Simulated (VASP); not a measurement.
**Ga: single point with LDA**

The system is Ga.

```
Ga
1.0
    -1.39357    1.39357    2.32653
     1.39357   -1.39357    2.32653
     1.39357    1.39357   -2.32653
Ga
1
Direct
  0.00000 0.00000 0.00000
```

```yaml
Program: VASP 6.6.1
Task: single point
Functional: LDA
Potentials_or_basis: VASP PAW LDA potentials, release 64 (Ga_d)
Cutoff: 520 eV
k_mesh: 13 × 13 × 13
Occupations: fermi-dirac, width 0.05 eV
Spin: no spin polarisation
```

* Pressure: -3.4 GPa

Stress tensor (GPa, compression positive):
```
-3.52  0.00  0.00
 0.00 -3.52  0.00
 0.00  0.00 -3.13
```

Levels at points of the mesh, in eV from the Fermi level:
```
           k point  band 3  band 4  band 5  band 6  band 7  band 8  band 9  band 10
(0.00, 0.00, 0.00)  -14.90  -14.90  -14.74  -11.30   12.32   12.70   12.70    16.30
```

It took 8.4 s on 1 thread of Intel(R) Xeon(R) 6975P-C (Granite Rapids), with other jobs on the host, peak memory 0.15 GiB.
